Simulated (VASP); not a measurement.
Input of a VASP 6.6.1 run:

File INCAR:

```
SYSTEM = NaB
  PREC = Accurate
  ENCUT = 500
  EDIFF = 1E-6
  ISMEAR = 1
  SIGMA = 0.25
  LREAL = .False.
  LASPH = .True.
  NELM = 120
  ALGO = Normal
  ISIF = 2
  LWAVE = .False.
  LCHARG = .False.
  GGA = PE
  NBANDS = 12
  GGA_COMPAT = .False.
```

File KPOINTS:

```
Automatic mesh
0
Gamma
  9 9 9
  0 0 0
```

The input POSCAR:

```
NaB
1.0
    0.0000000000      2.6838690000      2.6838690000
    2.6838690000      0.0000000000      2.6838690000
    2.6838690000      2.6838690000      0.0000000000
Na B
1 1
Direct
    0.0000000000      0.0000000000      0.0000000000
    0.5000000000      0.5000000000      0.5000000000
```

Potentials or basis: VASP PAW PBE potentials, release 64 (Na_pv, B).

The run is started by

```console
$ cat potpaw_PBE.64/Na_pv/POTCAR potpaw_PBE.64/B/POTCAR > POTCAR
$ mpirun -np 1 vasp_std > vasp.out
```

**Question.** Predict the band gap on the k mesh.

**Answer.** Zero (band 5 reaches 3.13 eV, above the bottom of band 6 at 0.14 eV).

**Question.** Predict the pressure.

**Answer.** 0.1 GPa.
